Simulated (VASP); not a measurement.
Cu: single point with PBEsol

Cu:

```
CELL_PARAMETERS angstrom
-1.47886 1.47886 1.30728
1.47886 -1.47886 1.30728
1.47886 1.47886 -1.30728
ATOMIC_POSITIONS crystal
Cu 0.00000 0.00000 0.00000
```

This cell differs from its parent crystal: strain +0.025 along x and y, -0.050 along z.

* Program: VASP 6.6.1
* Task: single point
* Functional: PBEsol
* Potentials or basis: VASP PAW PBE potentials, release 64 (Cu)
* Cutoff: 520 eV
* k mesh: 24 × 24 × 24
* Occupations: gaussian, width 0.15 eV
* Spin: no spin polarisation

```json
{
 "Pressure": "0.0 GPa"
}
```

Stress tensor (GPa, compression positive):
```
-0.64  0.00  0.00
 0.00 -0.64  0.00
 0.00  0.00  1.29
```

Levels at points of the mesh, in eV from the Fermi level:
```
           k point  band 2  band 3  band 4  band 5  band 6  band 7  band 8  band 9  band 10  band 11
(0.00, 0.00, 0.00)   -3.53   -2.99   -2.99   -2.51   -1.93   23.66   23.66   27.56    27.62    28.13
(0.50, 0.00, 0.00)   -4.15   -2.22   -1.76   -1.40   -0.33    5.05   16.78   16.82    20.85    23.91
(0.50, 0.50, 0.00)   -3.51   -2.60   -2.17   -1.44   -1.31    3.64   20.10   20.63    23.97    26.78
(0.50, 0.50, 0.50)   -4.80   -1.60   -1.60   -1.47    6.78    6.78   11.72   12.63    13.37    18.37
```

It took 86 s on 1 thread of Intel(R) Xeon(R) Platinum 8259CL CPU @ 2.50GHz (Skylake/Cascade Lake) (shared host), peak memory 0.24 GiB.

Caveat: the cell differs from its parent crystal (strain +0.025 along x and y, -0.050 along z); the PAW data sets were made with another functional, which shifts forces and pressure a little.
